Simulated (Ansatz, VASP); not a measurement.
One calculation of Os, two programs

```
CELL_PARAMETERS angstrom
1.91255 1.10421 2.73396
-1.91255 1.10421 2.73396
0.00000 -2.20842 2.73396
ATOMIC_POSITIONS crystal
Os 0.21832 0.21832 0.21832
Os 0.78168 0.78168 0.78168
```

Alike in both runs: functional r2SCAN; k mesh 6 × 6 × 6; occupations gaussian, width 0.1 eV; no spin polarisation.

Ansatz relaxed the structure, and its values are those at the end. VASP's run is a single point on that final structure, the one shown.

```csv
,VASP,Ansatz
version,VASP 6.6.1,Ansatz 0.2.0
potentials or method,"VASP PAW PBE potentials, release 64 (Os_sv_GW), cutoff 620 eV","scalar-relativistic, plane waves, PAW"
valence electrons in the cell,32,32
```

```csv
,VASP,Ansatz,Ansatz less VASP
gap on the k mesh at the Fermi level (eV),none,none,-
pressure (GPa),-0.5,-0.2,+0.29
rms of the force components (eV/Å),0.002,0.012,+0.0098
```

VASP's potentials were made for PBE, not for r2SCAN. A gap of «none» marks a metal or a gap that the smearing closes.

Neither program's run includes spin-orbit coupling.
